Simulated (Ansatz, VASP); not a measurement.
Two plane-wave programs on Al2GaSb3

```
Al Ga Sb
1.0
     7.09918    0.00000    0.00000
    -3.54959    6.14807    0.00000
     0.00000    0.00000    3.89902
Al Ga Sb
2 1 3
Direct
  0.66667 0.33333 0.00000
  0.33333 0.66667 0.00000
  0.00000 0.00000 0.00000
  0.50000 0.00000 0.50000
  0.00000 0.50000 0.50000
  0.50000 0.50000 0.50000
```

Change from the starting cell: species swapped into the YB2Ir3 type (P6/mmm, No. 191).

Alike in both runs: functional PBE; k mesh 3 × 3 × 4; occupations gaussian, width 0.1 eV; no spin polarisation.

Ansatz relaxed the structure, and its values are those at the end. VASP's run is a single point on that final structure, the one shown.

```csv
,VASP,Ansatz
version,VASP 6.6.1,Ansatz 0.2.0
potentials or method,"VASP PAW PBE potentials, release 64 (Al, Ga_d, Sb), cutoff 520 eV","scalar-relativistic, plane waves, PAW"
valence electrons in the cell,34,64
```

```tsv
	VASP	Ansatz	Ansatz less VASP
gap on the k mesh at the Fermi level (eV)	none	none	-
pressure (GPa)	0.2	0.1	-0.07
```

A gap of «none» marks a metal or a gap that the smearing closes. The functional is the same, so the differences come from potentials, cutoffs and numerics. VASP's potentials hold 34 valence electrons a cell and Ansatz's 64, so a difference there can come from the potentials and not from the codes.

The k mesh is coarse, so the values compare programs but aren't converged. Spin-orbit coupling is off throughout.
